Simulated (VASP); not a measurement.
Input of a VASP 6.6.1 run:

INCAR

```
SYSTEM = Ca
  ALGO = Fast
  EDIFF = 1E-6
  ENCUT = 520
  GGA = PE
  ISIF = 2
  ISMEAR = 0
  LASPH = .True.
  LCHARG = .False.
  LREAL = .False.
  LWAVE = .False.
  NBANDS = 28
  NELM = 80
  PREC = Accurate
  SIGMA = 0.2
```

File KPOINTS:

```
k-points
0
Gamma
  6 4 4
  0 0 0
```

The input POSCAR:

```
Ca
1.0
    1.9480093880     -3.3711170272      0.0010538027
   -5.5917609400     -3.2264611730     -0.0125251150
   -0.0109881205     -0.0064044983     -6.7556392267
Ca
4
Direct
   -0.2508938443      0.9994474355      0.6659539406
    0.2495933801      1.0001187122      0.1659902774
    0.2504111637      0.4999477907      0.8341252487
    0.7508893005      0.5004860617      0.3339305334
```

Potentials or basis: VASP PAW PBE potentials, release 64 (Ca_sv).

Command:

```console
$ cat potpaw_PBE.64/Ca_sv/POTCAR > POTCAR
$ mpirun -np 1 vasp_std > vasp.out
```

Problem. What does it give for the band gap on the k mesh?

Solution. Zero (bands 20 and 21 overlap by 0.54 eV).

Problem. Predict the largest force.

Solution. 0.008 eV/Å.

Problem. Predict the pressure.

Solution. 0.0 GPa.

Forces in eV/Å, atoms in the order of the input:
```
Ca  -0.005 -0.006 -0.002
Ca  -0.001 -0.002 -0.001
Ca   0.002  0.002  0.004
Ca   0.004  0.005  0.000
```
